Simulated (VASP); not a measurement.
Input of a VASP 6.6.1 run:

INCAR

```
ALGO = Normal ; EDIFF = 1E-7
ENCUT = 520 ; GGA = CA
ISIF = 2 ; ISMEAR = 1
LASPH = T ; LCHARG = F
LREAL = F ; LWAVE = F
NBANDS = 18 ; NELM = 80
PREC = Accurate ; SIGMA = 0.1
```

File KPOINTS:

```
k-points
0
Gamma
  5 5 5
```

The input POSCAR:

```
Al3Pd
1.0
    3.9469100000      0.0000000000      0.0000000000
    0.0000000000      3.9469100000      0.0000000000
    0.0000000000      0.0000000000      3.9469100000
Al Pd
3 1
Direct
    0.0000000000      0.5000000000      0.5000000000
    0.5000000000      0.0000000000      0.5000000000
    0.5000000000      0.5000000000      0.0000000000
    0.0000000000      0.0000000000      0.0000000000
```

Potentials or basis: VASP PAW LDA potentials, release 64 (Al, Pd).

Run with:

```sh
$ cat potpaw_LDA.64/Al/POTCAR potpaw_LDA.64/Pd/POTCAR > POTCAR
$ mpirun -np 1 vasp_std > vasp.out
```

**Question.** Predict the pressure.

**Answer.** -4.7 GPa.
